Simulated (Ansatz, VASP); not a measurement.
H6C2O: VASP beside Ansatz

```xyz
9
Lattice="15.0645 0.0000 0.0000 0.0000 14.5000 0.0000 0.0000 0.0000 15.0000" Properties=species:S:1:pos:R:3 pbc="T T T"
C     8.7263    7.4791    7.3865
C     6.4329    7.3954    7.4821
O     7.5135    7.7045    6.6362
H     8.8026    6.4372    7.6881
H     8.7611    8.1569    8.2859
H     9.5645    7.7166    6.7293
H     6.4213    6.3431    7.7882
H     5.5000    7.5810    6.8983
H     6.3891    8.0686    8.3638
```

Alike in both runs: task relaxation of the atoms; functional PBE; dispersion D3(BJ); k mesh 1 × 1 × 1; occupations gaussian, width 0.005 eV; no spin polarisation.

|  | VASP | Ansatz |
| --- | --- | --- |
| version | VASP 6.6.1 | Ansatz 0.2.0 |
| potentials or method | VASP PAW PBE potentials, release 64 (C, O, H), cutoff 520 eV | scalar-relativistic, plane waves, PAW |
| valence electrons in the cell | 20 | 20 |

|  | VASP | Ansatz | Ansatz less VASP |
| --- | --- | --- | --- |
| gap on the k mesh at the Fermi level, each at its own relaxed structure (eV) | 5.31 | 5.32 | +0.010 |
